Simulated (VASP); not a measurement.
Wanted: the native input for a VASP 6.6.1 run.

| Property | Result |
| --- | --- |
| Task | single point |
| Functional | PBEsol |
| Potentials or basis | VASP PAW PBE potentials, release 64 (Sr_sv, O) |
| Cutoff | 600 eV |
| k mesh | 6 × 6 × 6 |
| Occupations | gaussian, width 0.1 eV |
| Spin | no spin polarisation |
| Dipole correction | no |
| Further INCAR settings | ALGO = Normal; EDIFF = 1e-06; NBANDS = 15 |

The structure of SrO lies in POSCAR:

```
SrO
1.0
    3.5467055314      0.0000000000      0.0000000000
    0.0000000000      3.5467055314      0.0000000000
    0.0000000000      0.0000000000      3.5467055314
Sr O
1 1
Direct
    0.0000000000      0.0000000000      0.0000000000
    0.5000000000      0.5000000000      0.5000000000
```

This cell differs from its parent crystal: Te replaced by O, lengths x 0.870, strained.

One way to write it, as run:

INCAR

```
SYSTEM = SrO
PREC = Accurate
ENCUT = 600
EDIFF = 1E-6
ISMEAR = 0
SIGMA = 0.1
LREAL = .FALSE.
LASPH = .TRUE.
NELM = 120
ALGO = Normal
ISIF = 2
LWAVE = .FALSE.
LCHARG = .FALSE.
GGA = PS
NBANDS = 15
GGA_COMPAT = .FALSE.
```

KPOINTS

```
regular mesh
0
G
  6 6 6
  0 0 0
```

Potentials or basis: VASP PAW PBE potentials, release 64 (Sr_sv, O).

Launch:

```console
$ cat potpaw_PBE.64/Sr_sv/POTCAR potpaw_PBE.64/O/POTCAR > POTCAR
$ mpirun -np 1 vasp_std > vasp.out
```

It gave:

| Item | Value |
| --- | --- |
| Pressure | -16.3 GPa |
| Band gap on the k mesh | 1.41 eV, indirect (least direct gap 1.57 eV) |

Caveat: the cell differs from its parent crystal (Te replaced by O, lengths x 0.870, strained); the PAW data sets were made with another functional, which shifts forces and pressure a little.

Wall time 8.6 s on 1 thread of Intel(R) Xeon(R) 6975P-C (Granite Rapids), with other jobs on the host, peak memory 0.16 GiB.
